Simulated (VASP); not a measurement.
# Ti3Al (Pm) in VASP: further runs

Ti3Al is run at these levels: LDA; tasks: single point.

All numbers are computed with VASP 6.6.1; they aren't measurements. Logs are shortened: lines on timing, memory, paths and dates and some standing lists are left out, and cuts for length are marked.

## Step 1: The cell of the first run

It takes space group Pm (No. 6, monoclinic). The conventional cell has a = 2.861 Å, b = 9.051 Å, c = 2.861 Å, α = 90.00°, β = 120.00°, γ = 90.00°. Within 3.4 Å of Ti (site symmetry m) lie 12 Ti at 2.59 to 3.14 Å. Ti (site symmetry 1) has 9 Ti at 2.59 to 3.14 Å and 3 Al at 2.77 to 2.85 Å within 3.4 Å. Al (site symmetry m) has 6 Ti at 2.77 to 2.85 Å and 6 Al at 2.86 Å within 3.6 Å.

## Step 2: Single point, LDA (atoms displaced along several vibrational modes)

INCAR reads:

```
SYSTEM = Ti3Al
ALGO     = Fast           ! electronic algorithm
EDIFF    = 1E-7           ! SCF threshold, eV
ENCUT    = 520            ! plane-wave cutoff, eV
ISIF     = 2              ! what is computed and relaxed
ISMEAR   = 0              ! smearing method
LASPH    = .TRUE.         ! aspherical terms in the spheres
LCHARG   = .FALSE.        ! write CHGCAR
LREAL    = .FALSE.        ! projectors in reciprocal space
LWAVE    = .FALSE.        ! write WAVECAR
NBANDS   = 28             ! bands
NELM     = 80             ! most SCF steps
PREC     = Accurate       ! precision mode
SIGMA    = 0.15           ! smearing width, eV
```

KPOINTS reads:

```
k-points
0
G
  15 15 6
  0 0 0
```

POSCAR reads:

```
Ti3Al
1.0
    2.8609400907      0.0000000000      0.0000000000
   -1.4304700453      2.4776467973      0.0000000000
    0.0000000000      0.0000000000      9.0513401041
Ti Al
3 1
Direct
    0.7004425248      0.4931624100      0.0000000000
    0.3216320168      0.6112954421      0.7515223620
    0.3216320168      0.6112954421      0.2484776380
    0.6482638925      0.2462504708      0.5000000000
```

Potentials or basis: VASP PAW LDA potentials, release 64 (Ti_sv, Al).

The run is started by

```sh
> cat potpaw_LDA.64/Ti_sv/POTCAR potpaw_LDA.64/Al/POTCAR > POTCAR
> mpirun -np 1 vasp_std > vasp.out
```

OUTCAR:

```text
SYSTEM = Ti3Al
   EDIFF = 1E-7
   ENCUT = 520
   ISIF = 2
   ISMEAR = 0
   LASPH = .TRUE.
   LREAL = .FALSE.
   NELM = 80
   PREC = Accurate

 ion  position               nearest neighbor table
   1  0.700  0.493  0.000-   2 2.59   3 2.59   2 2.78   3 2.78
   2  0.322  0.611  0.752-   1 2.59   4 2.77   1 2.78   4 2.82   4 2.85
   3  0.322  0.611  0.248-   1 2.59   4 2.77   1 2.78   4 2.82   4 2.85
   4  0.648  0.246  0.500-   2 2.77   3 2.77   2 2.82   3 2.82   2 2.85   3 2.85

  LATTYP: Found a hexagonal cell.
 ALAT       =     2.8609400907
 C/A-ratio  =     3.1637642933

  Lattice vectors:

 A1 = (   2.8609400907,   0.0000000000,   0.0000000000)
 A2 = (  -1.4304700453,   2.4776467973,   0.0000000000)
 A3 = (   0.0000000000,   0.0000000000,   9.0513401041)

Analysis of symmetry for initial positions (statically):
=====================================================================
 Subroutine PRICEL returns:
 Original cell was already a primitive cell.

 Routine SETGRP: Setting up the symmetry group for a
 hexagonal supercell.

 Subroutine GETGRP returns: Found  2 space group operations
 (whereof  2 operations were pure point group operations)
 out of a pool of 24 trial point group operations.

The static configuration has the point symmetry C_1h.

Analysis of symmetry for dynamics (positions and initial velocities):
=====================================================================
 Subroutine PRICEL returns:
 Original cell was already a primitive cell.

 Routine SETGRP: Setting up the symmetry group for a
 hexagonal supercell.

 Subroutine GETGRP returns: Found  2 space group operations
 (whereof  2 operations were pure point group operations)
 out of a pool of 24 trial point group operations.

The dynamic configuration has the point symmetry C_1h.

 Subroutine INISYM returns: Found  2 space group operations
 (whereof  2 operations are pure point group operations),
 and found     1 'primitive' translations

----------------------------------------------------------------------------------------
[... 85 lines left out ...]
   NGX,Y,Z   is equivalent  to a cutoff of  13.95, 13.95, 12.86 a.u.
   NGXF,Y,Z  is equivalent  to a cutoff of  27.89, 27.89, 25.71 a.u.
 SYSTEM =  Ti3Al
   PREC   = accura    normal or accurate (medium, high low for compatibility)
   ISTART =      0    job   : 0-new  1-cont  2-samecut
   ICHARG =      2    charge: 1-file 2-atom 10-const
   ISPIN  =      1    spin polarized calculation?
   LNONCOLLINEAR =      F non collinear calculations
   LSORBIT =      F    spin-orbit coupling
   LASPH  =      T    aspherical Exc in radial PAW
   ENCUT  =  520.0 eV  38.22 Ry    6.18 a.u.   5.32  5.32 16.83*2*pi/ulx,y,z
   NELM   =     80;   NELMIN=  2; NELMDL= -5     # of ELM steps
   EDIFF  = 0.1E-06   stopping-criterion for ELM
   LREAL  =      F    real-space projection
   EDIFFG = 0.1E-05   stopping-criterion for IOM
   NSW    =      0    number of steps for IOM
   IBRION =     -1    ionic relax: 0-MD 1-quasi-New 2-CG
   NFREE  =      0    steps in history (QN), initial steepest desc. (CG)
   ISIF   =      2    stress and relaxation
   ISYM   =      2    0-nonsym 1-usesym 2-fastsym
   POTIM  = 0.5000    time-step for ionic-motion
   TEBEG  =    0.0;   TEEND  =   0.0 temperature during run
   PSTRESS=    0.0 pullay stress
   NELECT =      39.0000    total number of electrons
   NUPDOWN=      -1.0000    fix difference up-down
   EMIN   =  10.00;   EMAX   =-10.00  energy-range for DOS
   EFERMI =   0.00;   METHOD = LEGACY
   ISMEAR =     0;   SIGMA  =   0.15  broadening in eV -4-tet -1-fermi 0-gaus
   EFERMI_NEDOS =   21; number of points for ismear=-14 and -15
   IALGO  =     68    algorithm
   IMIX   =      4    mixing-type and parameters
     AMIX     =   0.40;   BMIX     =  1.00
     AMIX_MAG =   1.60;   BMIX_MAG =  1.00
  volume/ion in A,a.u.               =      16.04       108.24
  Fermi-wavevector in a.u.,A,eV,Ry     =   1.386786  2.620645 26.166378  1.923175
  Thomas-Fermi vector in A             =   2.511069
   LORBIT       =      0    0 simple, 1 ext, 2 COOP (PROOUT), +10 PAW based schemes
   GGA     = CA    functional components
   LHFCALC =     F    Hartree Fock is set to
   AEXX    =    0.0000 exact exchange contribution
   IVDW    =     0    specifies the selected vdW correction
   LEPSILON=     F    determine dielectric tensor
   LRPA    =     F    only Hartree local field effects (RPA)
 non-spin polarized calculation
 RMM-DIIS sequential band-by-band and
 Gauss-broadening in eV      SIGMA  =   0.15
  energy-cutoff  :      520.00
  volume of cell :       64.16
 maximum number of plane-waves:      1756
 NGX is ok and might be reduce to    24
   NGX = 11   NGY = 11   NGZ = 33

 number of electron      39.0000002 magnetization

 Free energy of the ion-electron system (eV)
  ---------------------------------------------------
  ext. energy  EPLUGINS =         0.00000000
  ---------------------------------------------------
  free energy    TOTEN  =       -30.21749077 eV

  energy without entropy =      -30.16249238  energy(sigma->0) =      -30.18999157

 E-fermi :   8.3852     XC(G=0): -11.7374

 val. band max:        8.3842547577   @ k =   0.1333   0.1333   0.3333
 cond. band min:       8.3892445676   @ k =  -0.2000  -0.4667   0.0000
 fundamental gap:      0.0049898099
 Fermi energy:         8.3852127616

 k-point     1 :       0.0000    0.0000    0.0000
  band No.  band energies     occupation
      1     -47.4195      2.00000
      2     -47.3775      2.00000
      3     -47.1998      2.00000
      4     -24.4258      2.00000
      5     -24.1055      2.00000
      6     -23.7062      2.00000
[... 733 lines left out ...]
     27      11.1159      0.00000
     28      11.1510      0.00000

 [... further k-points ...]
[... 5 lines left out ...]
  --------------------------------------------------------------------------------------
  -------------------------------------------------------------------------------------
  Total       -0.3520622     -0.8959161      0.0444023     -0.2759684      0.0000000      0.0000000
  in kB       -8.7916215    -22.3726227      1.1088048     -6.8914228      0.0000000      0.0000000
  external PRESSURE =     -10.0184798 kB  Pullay stress =       0.0000000 kB

 VOLUME and BASIS-vectors are now :
 -----------------------------------------------------------------------------
  energy-cutoff  :      520.00
  volume of cell :       64.16
      direct lattice vectors                 reciprocal lattice vectors
     2.860940091  0.000000000  0.000000000     0.349535456  0.201804390  0.000000000
    -1.430470045  2.477646797  0.000000000     0.000000000  0.403608780  0.000000000
     0.000000000  0.000000000  9.051340104     0.000000000  0.000000000  0.110480878

 POSITION                                       TOTAL-FORCE (eV/Angst)
 -----------------------------------------------------------------------------------
      1.29847      1.22188      0.00000         0.262712     -0.303092      0.000000
      0.04573      1.51457      6.80228        -0.121854      0.060889     -0.027555
      0.04573      1.51457      2.24906        -0.121854      0.060889      0.027555
      1.50239      0.61012      4.52567        -0.019003      0.181315      0.000000
 -----------------------------------------------------------------------------------
    total drift:                               -0.000014     -0.000157     -0.000000

  FREE ENERGIE OF THE ION-ELECTRON SYSTEM (eV)
  ---------------------------------------------------
  free  energy   TOTEN  =       -30.2174907662 eV

  energy  without entropy=      -30.1624923792  energy(sigma->0) =      -30.18999157
```

Run time: 61 min. Hardware: 1 thread of Intel Xeon Platinum 8375C at 2.90GHz (Ice Lake), shared host; peak memory 0.68 GiB.

What came out:

```yaml
Free_energy: -30.2175 eV
Pressure: -1.0 GPa
Largest_force: 0.401 eV/Å
Band_gap_on_the_k_mesh: zero (an odd number of electrons rules out a gap without spin polarisation)
```

Forces on the atoms (eV/Å):
```
Ti   0.263 -0.303  0.000
Ti  -0.122  0.061 -0.028
Ti  -0.122  0.061  0.028
Al  -0.019  0.181  0.000
```

Caveat: the cell differs from its parent crystal (atoms displaced along several vibrational modes).

(Continued in part 2 of 2.)
